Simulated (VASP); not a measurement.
# Hg in VASP: a series of runs

Runs on Hg. Level: PBE. Tasks: electric field gradients, single point.

All numbers are computed with VASP 6.6.1; they aren't measurements. Logs are shortened: lines on timing, memory, paths and dates and some standing lists are left out, and cuts for length are marked.

## Step 1: The cell of the first run

It takes space group R-3m (No. 166, trigonal). The conventional cell has a = 3.528 Å, b = 3.528 Å, c = 6.833 Å, α = 90.00°, β = 90.00°, γ = 120.00°. Within 4.0 Å of Hg (site symmetry -3m) lie 12 Hg at 3.06 to 3.53 Å.

## Step 2: Electric field gradients, PBE (24.55 Å³/atom)

INCAR reads:

```
SYSTEM = Hg
PREC = Accurate ; ENCUT = 520
EDIFF = 1E-8 ; ISMEAR = -1
SIGMA = 0.03 ; LREAL = .FALSE.
LASPH = .TRUE. ; NELM = 60
ALGO = Normal ; ISIF = 2
LWAVE = .FALSE. ; LCHARG = .FALSE.
GGA = PE ; LEFG = .TRUE.
NBANDS = 12
```

KPOINTS reads:

```
Automatic mesh
0
G
  12 12 12
  0 0 0
```

POSCAR reads:

```
Hg
1.0
    1.7639306470      1.0184058339      2.2778150453
   -1.7639306470      1.0184058339      2.2778150453
    0.0000000000     -2.0368116678      2.2778150453
Hg
1
Direct
    0.0000000000      0.0000000000      0.0000000000
```

Potentials or basis: VASP PAW PBE potentials, release 64 (Hg).

On the command line:

```sh
$ cat potpaw_PBE.64/Hg/POTCAR > POTCAR
$ mpirun -np 1 vasp_std > vasp.out
```

OUTCAR:

```text
SYSTEM = Hg
   PREC = Accurate
   ENCUT = 520
   EDIFF = 1E-8
   ISMEAR = -1
   LREAL = .FALSE.
   LASPH = .TRUE.
   NELM = 60
   ISIF = 2
   GGA = PE

 ion  position               nearest neighbor table
   1  0.000  0.000  0.000-

  LATTYP: Found a trigonal (rhomboedric) cell.
 ALAT       =     3.0556575643
 COS(alpha) =     0.3335253405

  Lattice vectors:

 A1 = (   1.7639306470,   1.0184058339,   2.2778150453)
 A2 = (  -1.7639306470,   1.0184058339,   2.2778150453)
 A3 = (   0.0000000000,  -2.0368116678,   2.2778150453)

Analysis of symmetry for initial positions (statically):
=====================================================================
 Subroutine PRICEL returns:
 Original cell was already a primitive cell.

 Routine SETGRP: Setting up the symmetry group for a
 trigonal (rhombohedral) supercell.

 Subroutine GETGRP returns: Found 12 space group operations
 (whereof 12 operations were pure point group operations)
 out of a pool of 12 trial point group operations.

The static configuration has the point symmetry D_3d.

Analysis of symmetry for dynamics (positions and initial velocities):
=====================================================================
 Subroutine PRICEL returns:
 Original cell was already a primitive cell.

 Routine SETGRP: Setting up the symmetry group for a
 trigonal (rhombohedral) supercell.

 Subroutine GETGRP returns: Found 12 space group operations
 (whereof 12 operations were pure point group operations)
 out of a pool of 12 trial point group operations.

The dynamic configuration has the point symmetry D_3d.

 Subroutine INISYM returns: Found 12 space group operations
 (whereof 12 operations are pure point group operations),
 and found     1 'primitive' translations

----------------------------------------------------------------------------------------

                                     Primitive cell

  volume of cell :      24.5512

  direct lattice vectors                    reciprocal lattice vectors
     1.763930647  1.018405834  2.277815045     0.283457856  0.163654470  0.146339069
    -1.763930647  1.018405834  2.277815045    -0.283457856  0.163654470  0.146339069
[... 126 lines left out ...]
  free energy    TOTEN  =        -0.12086991 eV

  energy without entropy =       -0.12006336  energy(sigma->0) =       -0.12046664

 E-fermi :   2.4130     XC(G=0): -10.6206

 val. band max:        2.3886563518   @ k =  -0.4167   0.4167   0.0000
 cond. band min:       2.4353606608   @ k =   0.5000   0.5000   0.5000
 fundamental gap:      0.0467043090
 Fermi energy:         2.4129793691

 k-point     1 :       0.0000    0.0000    0.0000
  band No.  band energies     occupation
      1      -6.3698      2.00000
      2      -5.0463      2.00000
      3      -5.0463      2.00000
      4      -3.8711      2.00000
      5      -3.7239      2.00000
      6      -3.7239      2.00000
      7      14.5323      0.00000
      8      14.7466      0.00000
      9      14.7466      0.00000
     10      19.0653      0.00000
     11      20.2874      0.00000
     12      20.2874      0.00000
[... 331 lines left out ...]
 k-point    24 :      -0.4167    0.1667   -0.0000
  band No.  band energies     occupation
      1      -5.3060      2.00000
      2      -4.8723      2.00000
      3      -4.0386      2.00000
      4      -3.8782      2.00000
      5      -3.5423      2.00000
      6      -0.2495      2.00000
      7       2.3618      1.69279
      8      10.5696      0.00000
      9      14.8342      0.00000
     10      18.0555      0.00000
     11      20.6062      0.00000
     12      21.9204      0.00000

 [... further k-points ...]

------------------------ aborting loop because EDIFF is reached ----------------------------------------

  FORCE on cell =-STRESS in cart. coord.  units (eV):
  Direction    XX          YY          ZZ          XY          YZ          ZX
  --------------------------------------------------------------------------------------
  -------------------------------------------------------------------------------------
  Total        0.5724605      0.5724605      0.5421333      0.0000000     -0.0000000     -0.0000000
  in kB       37.3580372     37.3580372     35.3789209      0.0000000     -0.0000000     -0.0000000
  external PRESSURE =      36.6983318 kB  Pullay stress =       0.0000000 kB

 VOLUME and BASIS-vectors are now :
 -----------------------------------------------------------------------------
  energy-cutoff  :      520.00
  volume of cell :       24.55
      direct lattice vectors                 reciprocal lattice vectors
     1.763930647  1.018405834  2.277815045     0.283457856  0.163654470  0.146339069
    -1.763930647  1.018405834  2.277815045    -0.283457856  0.163654470  0.146339069
     0.000000000 -2.036811668  2.277815045     0.000000000 -0.327308939  0.146339069

 POSITION                                       TOTAL-FORCE (eV/Angst)
 -----------------------------------------------------------------------------------
      0.00000      0.00000      0.00000         0.000000     -0.000000      0.000000
 -----------------------------------------------------------------------------------
    total drift:                                0.000000     -0.000000      0.000000

  FREE ENERGIE OF THE ION-ELECTRON SYSTEM (eV)
  ---------------------------------------------------
  free  energy   TOTEN  =        -0.1208699144 eV

  energy  without entropy=       -0.1200633624  energy(sigma->0) =       -0.12046664

 Electric field gradients (V/A^2)
---------------------------------------------------------------------
 ion       V_xx      V_yy      V_zz      V_xy      V_xz      V_yz
---------------------------------------------------------------------
   1      62.897    62.897  -125.793     0.000     0.000     0.000
---------------------------------------------------------------------

 Electric field gradients after diagonalization (V/A^2)
 (convention: |V_zz| > |V_xx| > |V_yy|)
----------------------------------------------------------------------
 ion       V_xx      V_yy      V_zz     asymmetry (V_yy - V_xx)/ V_zz
----------------------------------------------------------------------
   1      62.897    62.897  -125.793       0.000
----------------------------------------------------------------------

           NMR quadrupolar parameters

 Cq : quadrupolar parameter    Cq=e*Q*V_zz/h
 eta: asymmetry parameters     (V_yy - V_xx)/ V_zz
 Q  : nuclear electric quadrupole moment in mb (millibarn)
----------------------------------------------------------------------
 ion       Cq(MHz)       eta       Q (mb)
----------------------------------------------------------------------
   1      -0.304       0.000       1.000
----------------------------------------------------------------------
```

OSZICAR:

```text
N       E                     dE             d eps       ncg     rms          rms(c)
DAV:   1     0.735024291119E+02    0.73502E+02   -0.65456E+03  4784   0.954E+02
DAV:   2     0.108321064671E+01   -0.72419E+02   -0.67876E+02  4908   0.227E+02
DAV:   3    -0.152398380318E+00   -0.12356E+01   -0.12350E+01  5424   0.332E+01
DAV:   4    -0.153564335580E+00   -0.11660E-02   -0.11659E-02  5036   0.106E+00
DAV:   5    -0.153566045553E+00   -0.17100E-05   -0.17099E-05  5420   0.389E-02    0.357E+00
DAV:   6    -0.122700151315E+00    0.30866E-01   -0.77403E-02  5396   0.320E+00    0.266E+00
DAV:   7    -0.120757877774E+00    0.19423E-02   -0.11748E-02  5372   0.109E+00    0.114E+00
DAV:   8    -0.120838452573E+00   -0.80575E-04   -0.12599E-03  4776   0.442E-01    0.469E-02
DAV:   9    -0.120861136048E+00   -0.22683E-04   -0.99863E-06  5292   0.311E-02    0.177E-02
DAV:  10    -0.120870010719E+00   -0.88747E-05   -0.83675E-06  4760   0.284E-02    0.128E-03
DAV:  11    -0.120869948328E+00    0.62391E-07   -0.60292E-08  5388   0.205E-03    0.358E-04
DAV:  12    -0.120869920606E+00    0.27722E-07   -0.74212E-09  3360   0.100E-03    0.182E-04
DAV:  13    -0.120869914356E+00    0.62500E-08   -0.45575E-10  2492   0.218E-04
   1 F= -.12086991E+00 E0= -.12046664E+00  d E =-.806552E-03
```

stdout:

```text
POSCAR found type information on POSCAR Hg
 POSCAR found :  1 types and       1 ions
 scaLAPACK will be used
 LDA part: xc-table for (Slater+PW92), standard interpolation
 POSCAR, INCAR and KPOINTS ok, starting setup
 FFT: planning ... GRIDC
 FFT: planning ... GRID_SOFT
 FFT: planning ... GRID
 WAVECAR not read
 entering main loop
ion   1
```

It took 19 s on 1 thread of Intel Xeon Platinum 8488C (Sapphire Rapids), shared host; peak memory 0.18 GiB.

What came out:

| Property | Result |
| --- | --- |
| Free energy | -0.1209 eV |
| Pressure | 3.7 GPa |
| Band gap on the k mesh | zero (bands 6 and 7 overlap by 2.75 eV) |
| Largest electric field gradient by atom | Hg -125.8 V/Å² |

Stress tensor (GPa, compression positive):
```
3.74 0.00 0.00
0.00 3.74 0.00
0.00 0.00 3.54
```

Levels at points of the mesh, in eV from the Fermi level:
```tsv
k point	band 4	band 5	band 6	band 7	band 8	band 9
(0.00, 0.00, 0.00)	-6.28	-6.14	-6.14	12.12	12.33	12.33
(0.50, 0.00, 0.00)	-6.19	-5.83	-2.23	-1.71	12.22	12.34
(0.50, 0.50, 0.00)	-5.88	-5.41	0.07	0.60	4.75	9.83
(0.50, 0.50, 0.50)	-5.50	-5.50	0.02	1.11	9.15	9.15
```

Electric field gradients, principal values (V/Å²):
```csv
atom,least,middle,greatest (by size)
1 Hg,62.897,62.897,-125.793
```

Caveat: the cell stands under pressure; without QUAD_EFG the Cq values of the log hold for a quadrupole moment of 1 mb, not for the nuclei; spin-orbit coupling is left out, which moves the levels of the heavy elements.

## Step 3: Single point, PBE

This run uses another cell than the first one, of 23.16 Å³/atom.

POSCAR reads:

```
Hg
1.0
    1.7300004553      0.9988162286      2.2340000000
   -1.7300004553      0.9988162286      2.2340000000
    0.0000000000     -1.9976324571      2.2340000000
Hg
1
Direct
    0.0000000000      0.0000000000      0.0000000000
```

INCAR.step1 reads:

```
SYSTEM = Hg
PREC     = Accurate       ! precision mode
ENCUT    = 520            ! plane-wave cutoff, eV
EDIFF    = 1E-6           ! SCF threshold, eV
ISMEAR   = -1             ! smearing method
SIGMA    = 0.03           ! smearing width, eV
LREAL    = .FALSE.        ! projectors in reciprocal space
LASPH    = .TRUE.         ! aspherical terms in the spheres
NELM     = 60             ! most SCF steps
ALGO     = Normal         ! electronic algorithm
ISIF     = 2              ! what is computed and relaxed
LWAVE    = .FALSE.        ! write WAVECAR
LCHARG   = .TRUE.         ! write CHGCAR
GGA      = PE             ! functional
NBANDS   = 12             ! bands
```

KPOINTS.step1 reads:

```
regular mesh
0
G
  12 12 12
  0 0 0
```

INCAR.step2 reads:

```
SYSTEM = Hg
PREC     = Accurate       ! precision mode
ENCUT    = 520            ! plane-wave cutoff, eV
EDIFF    = 1E-6           ! SCF threshold, eV
ISMEAR   = -5             ! smearing method
SIGMA    = 0.03           ! smearing width, eV
LREAL    = .FALSE.        ! projectors in reciprocal space
LASPH    = .TRUE.         ! aspherical terms in the spheres
NELM     = 60             ! most SCF steps
ALGO     = Normal         ! electronic algorithm
ISIF     = 2              ! what is computed and relaxed
LWAVE    = .FALSE.        ! write WAVECAR
LCHARG   = .FALSE.        ! write CHGCAR
GGA      = PE             ! functional
LORBIT   = 11             ! projections on sites
NEDOS    = 2001           ! points of the DOS
ICHARG   = 11             ! starting density
```

KPOINTS.step2 reads:

```
regular mesh
0
G
  18 18 18
  0 0 0
```

Potentials or basis: VASP PAW PBE potentials, release 64 (Hg).

On the command line:

```sh
$ cat potpaw_PBE.64/Hg/POTCAR > POTCAR
$ cp INCAR.step1 INCAR
$ cp KPOINTS.step1 KPOINTS
$ mpirun -np 1 vasp_std > vasp.out
$ cp INCAR.step2 INCAR
$ cp KPOINTS.step2 KPOINTS
$ mpirun -np 1 vasp_std > vasp.out
```

It took 38 s on 1 thread of Intel Xeon Platinum 8488C (Sapphire Rapids), shared host; peak memory 0.25 GiB.

It converged, with:

* Valence electrons inside the program's atomic spheres: Hg 10.49

Levels at points of the mesh, in eV from the Fermi level:
```
           k point  band 3  band 4  band 5  band 6  band 7  band 8  band 9  band 10
(0.00, 0.00, 0.00)   -7.80   -6.50   -6.32   -6.32   12.22   12.67   12.67    17.19
(0.50, 0.00, 0.00)   -6.51   -6.38   -5.99   -2.21   -2.07   12.41   12.68    17.27
(0.50, 0.50, 0.00)   -6.23   -6.04   -5.51   -0.18    0.78    4.72   10.01    10.10
(0.50, 0.50, 0.50)   -7.41   -5.61   -5.61   -0.23    1.29    9.41    9.41    11.04
```

Caveat: spin-orbit coupling is left out, which moves the levels of the heavy elements; tetrahedron occupations give inexact forces and stress in metals.

## Step 4: Electric field gradients, PBE (xy shear strain of +1.5 %)

INCAR reads:

```
PREC = Accurate
ENCUT = 520
EDIFF = 1E-8
ISMEAR = -1
SIGMA = 0.03
LREAL = F
LASPH = T
NELM = 80
ALGO = Normal
ISIF = 2
LWAVE = F
LCHARG = F
GGA = PE
LEFG = T
NBANDS = 12
```

KPOINTS reads:

```
Automatic mesh
0
Gamma
  12 12 12
```

POSCAR reads:

```
Hg
1.0
    1.7374915770      1.0117912320      2.2340000000
   -1.7225093336      0.9858412252      2.2340000000
   -0.0149822434     -1.9976324571      2.2340000000
Hg
1
Direct
    0.0000000000      0.0000000000      0.0000000000
```

Potentials or basis: VASP PAW PBE potentials, release 64 (Hg).

On the command line:

```sh
$ cat potpaw_PBE.64/Hg/POTCAR > POTCAR
$ mpirun -np 1 vasp_std > vasp.out
```

OUTCAR:

```text
PREC = Accurate
   ENCUT = 520
   EDIFF = 1E-8
   ISMEAR = -1
   LREAL = F
   LASPH = T
   NELM = 80
   ISIF = 2
   GGA = PE

 ion  position               nearest neighbor table
   1  0.000  0.000  0.000-

  LATTYP: Found a triclinic cell.
 ALAT       =     2.9882565696
 B/A-ratio  =     2.3097454540
 C/A-ratio  =     1.0028984004
 COS(alpha) =     0.0027290623
 COS(beta)  =     0.3402595627
 COS(gamma) =     0.8633829304
[... 571 lines left out ...]
    total drift:                                0.000000      0.000000      0.000000

  FREE ENERGIE OF THE ION-ELECTRON SYSTEM (eV)
  ---------------------------------------------------
  free  energy   TOTEN  =        -0.0764113041 eV

  energy  without entropy=       -0.0751757235  energy(sigma->0) =       -0.07579351

 Electric field gradients (V/A^2)
---------------------------------------------------------------------
 ion       V_xx      V_yy      V_zz      V_xy      V_xz      V_yz
---------------------------------------------------------------------
   1      72.837    72.931  -145.767     2.830    10.057    -0.633
---------------------------------------------------------------------

 Electric field gradients after diagonalization (V/A^2)
 (convention: |V_zz| > |V_xx| > |V_yy|)
----------------------------------------------------------------------
 ion       V_xx      V_yy      V_zz     asymmetry (V_yy - V_xx)/ V_zz
----------------------------------------------------------------------
   1      75.920    70.312  -146.231       0.038
----------------------------------------------------------------------

           NMR quadrupolar parameters

 Cq : quadrupolar parameter    Cq=e*Q*V_zz/h
 eta: asymmetry parameters     (V_yy - V_xx)/ V_zz
 Q  : nuclear electric quadrupole moment in mb (millibarn)
----------------------------------------------------------------------
 ion       Cq(MHz)       eta       Q (mb)
----------------------------------------------------------------------
   1      -0.354       0.038       1.000
----------------------------------------------------------------------
```

OSZICAR:

```text
N       E                     dE             d eps       ncg     rms          rms(c)
DAV:   1     0.733934384728E+02    0.73393E+02   -0.66504E+03 22112   0.965E+02
DAV:   2     0.110752255903E+01   -0.72286E+02   -0.67799E+02 22944   0.229E+02
DAV:   3    -0.114266845419E+00   -0.12218E+01   -0.12208E+01 24792   0.331E+01
DAV:   4    -0.115409457034E+00   -0.11426E-02   -0.11426E-02 23084   0.105E+00
DAV:   5    -0.115411026529E+00   -0.15695E-05   -0.15690E-05 24948   0.374E-02    0.432E+00
DAV:   6    -0.791909219447E-01    0.36220E-01   -0.87713E-02 24784   0.344E+00    0.312E+00
DAV:   7    -0.764346188537E-01    0.27563E-02   -0.14703E-02 24964   0.125E+00    0.123E+00
DAV:   8    -0.763816689009E-01    0.52950E-04   -0.15747E-03 21828   0.508E-01    0.553E-02
DAV:   9    -0.764004785037E-01   -0.18810E-04   -0.83076E-06 24816   0.305E-02    0.170E-02
DAV:  10    -0.764113853984E-01   -0.10907E-04   -0.97272E-06 21820   0.310E-02    0.201E-03
DAV:  11    -0.764113630148E-01    0.22384E-07   -0.80893E-08 24436   0.260E-03    0.555E-04
DAV:  12    -0.764113112193E-01    0.51795E-07   -0.13567E-08 15508   0.138E-03    0.131E-04
DAV:  13    -0.764113006323E-01    0.10587E-07   -0.64377E-10 11512   0.272E-04    0.635E-05
DAV:  14    -0.764113041048E-01   -0.34725E-08   -0.39064E-11 10904   0.701E-05
   1 F= -.76411304E-01 E0= -.75793514E-01  d E =-.123558E-02
```

Wall time 87 s (1 thread of Intel Xeon Platinum 8488C (Sapphire Rapids), shared host); peak memory 0.33 GiB.

What came out:

* Free energy: -0.0764 eV
* Pressure: 6.5 GPa
* Band gap on the k mesh: zero (bands 6 and 7 overlap by 3.32 eV)
* Largest electric field gradient by atom: Hg -146.2 V/Å²

Stress tensor (GPa, compression positive):
```
 6.14  0.02 -0.21
 0.02  6.16  0.01
-0.21  0.01  7.32
```

Electric field gradients, principal values (V/Å²):
| atom | least | middle | greatest (by size) |
| --- | --- | --- | --- |
| 1 Hg | 70.312 | 75.920 | -146.231 |

Caveat: the cell differs from its parent crystal (xy shear strain of +1.5 %); the cell stands under pressure; without QUAD_EFG the Cq values of the log hold for a quadrupole moment of 1 mb, not for the nuclei; spin-orbit coupling is left out, which moves the levels of the heavy elements.

## Step 5: Overview

```csv
task,cell,k mesh for the DOS,occupations for the DOS,gap on the mesh (eV),pressure (GPa)
electric field gradients,"a = 3.056 Å, angles 70.5°, 1 atom",-,-,none,3.7
single point,"a = 2.997 Å, angles 70.5°, 1 atom",18 × 18 × 18,tetrahedron,-,-
electric field gradients,"a = 3.006, b = 2.988, c = 2.997 Å, angles 70.1, 70.9, 70.5°, 1 atom",-,-,none,6.5
```

Alike in all rows: level PBE; potentials or basis VASP PAW PBE potentials, release 64 (Hg); no spin polarisation; k mesh 12 × 12 × 12; cutoff (eV) 520; smearing fermi-dirac 0.03 eV.

Caveats: spin-orbit coupling is left out, which moves the levels of the heavy elements; the cell stands under pressure (at least some runs); tetrahedron occupations give inexact forces and stress in metals (at least some runs).

Absolute energies hang on the potentials; compare differences alone.
